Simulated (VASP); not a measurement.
A run of VASP 6.6.1 is set up as follows.

INCAR

```
  PREC = Accurate
  ENCUT = 520
  EDIFF = 1E-7
  ISMEAR = -1
  SIGMA = 0.08
  LREAL = F
  LASPH = T
  NELM = 80
  ALGO = Normal
  ISIF = 2
  LWAVE = F
  LCHARG = T
  GGA = PS
  LELF = T
  LVHAR = T
  NBANDS = 14
```

Contents of KPOINTS:

```
regular mesh
0
Gamma
  14 14 8
```

The input POSCAR:

```
Na
1.0
    3.5915309059      0.0000000000      0.0000000000
   -1.7957654530      3.1103570030      0.0000000000
    0.0000000000      0.0000000000      5.8690560360
Na
2
Direct
    0.3333333333      0.6666666667      0.2500000000
    0.6666666667      0.3333333333      0.7500000000
```

Potentials or basis: VASP PAW PBE potentials, release 64 (Na_pv).

Command:

```console
$ cat potpaw_PBE.64/Na_pv/POTCAR > POTCAR
$ mpirun -np 1 vasp_std > vasp.out
```

Question: What does it give for the pressure?

Answer: 1.0 GPa.

Question: What does it give for the band gap on the k mesh?

Answer: Zero (bands 7 and 8 overlap by 4.39 eV).

Caveat: the PAW data sets were made with another functional, which shifts forces and pressure a little.
